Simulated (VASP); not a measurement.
Te6Mo3H (a cell with a defect), 10 atoms in the cell. The cell holds a defect, 10 atoms: a = 3.433 Å, b = 3.433 Å, c = 20.770 Å, α = 90.00°, β = 90.00°, γ = 120.00°. 

```yaml
Program: VASP 6.6.1
Task: single point
Functional: PBEsol
Dispersion: D3(BJ)
Potentials_or_basis: VASP PAW PBE potentials, release 64 (Te, Mo_sv, H)
Cutoff: 400 eV
k_mesh: 9 × 9 × 2
Occupations: gaussian, width 0.05 eV
Spin: no spin polarisation
Dipole_correction: no
Further_INCAR_settings: ALGO = Normal; EDIFF = 1e-06; NBANDS = 50
```

Potentials or basis: VASP PAW PBE potentials, release 64 (Te, Mo_sv, H).

Run with:

```bash
$ cat potpaw_PBE.64/Te/POTCAR potpaw_PBE.64/Mo_sv/POTCAR potpaw_PBE.64/H/POTCAR > POTCAR
$ mpirun -np 1 vasp_std > vasp.out
```

Hardware: 1 thread of Intel(R) Xeon(R) 6975P-C (Granite Rapids) (shared host).

**Question.** How long does it take, and how much memory?

**Answer.** Run time: 7.1 min on 1 thread of Intel(R) Xeon(R) 6975P-C (Granite Rapids) (shared host), peak memory 0.58 GiB. Counts: scf iterations 19, k points 82.
